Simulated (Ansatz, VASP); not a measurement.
**Cu in VASP and in Ansatz**

The input INCAR:

```
ALGO = Normal ; EDIFF = 1E-6
EDIFFG = -0.002 ; ENCUT = 600
GGA = PS ; IBRION = 2
ISIF = 3 ; ISMEAR = -1
LASPH = True ; LCHARG = False
LREAL = False ; LWAVE = False
NELM = 80 ; NSW = 100
PREC = Accurate ; SIGMA = 0.05
```

Contents of KPOINTS:

```
k-points
0
Gamma
  24 24 24
```

File POSCAR:

```
Cu
1.0
    0.0000000000      1.8075000000      1.8075000000
    1.8075000000      0.0000000000      1.8075000000
    1.8075000000      1.8075000000      0.0000000000
Cu
1
Direct
    0.0000000000      0.0000000000      0.0000000000
```

Input for Ansatz:

```yaml
crystal:
  lattice:
    - [0.0, 1.8075, 1.8075]
    - [1.8075, 0.0, 1.8075]
    - [1.8075, 1.8075, 0.0]
  atoms:
    - { symbol: Cu, position: [0.0, 0.0, 0.0] }
kpoints:
  mp_grid: { grid: [24, 24, 24] }
scf:
  occupations: { method: fermi_dirac, width: 0.05 }
hamiltonian:
  xc: pbesol
  pseudopotentials: { kind: paw }
relax:
  f_tol: 0.002
  max_steps: 80
  cell: {}
output:
  forces: true
  stress: true
```

Alike in both runs: task relaxation of cell and atoms; functional PBEsol; k mesh 24 × 24 × 24; occupations fermi-dirac, width 0.05 eV; no spin polarisation.

```csv
,VASP,Ansatz
version,VASP 6.6.1,Ansatz 0.2.0
potentials or method,"VASP PAW PBE potentials, release 64 (Cu)","PAW with Ansatz's default frozen-core files, scalar-relativistic"
plane-wave cutoff (eV),600,420
valence electrons in the cell,11,19
```

|  | VASP | Ansatz | Ansatz less VASP |
| --- | --- | --- | --- |
| relaxed volume (Å³/atom) | 11.37 | 11.31 | -0.054 |
| relaxed cell length with the largest relative difference (Å) | 2.524 | 2.520 | -0.0040 |

VASP's potentials were made for PBE, not for PBEsol. VASP's potentials hold 11 valence electrons a cell and Ansatz's 19, so a difference there can come from the potentials and not from the codes.
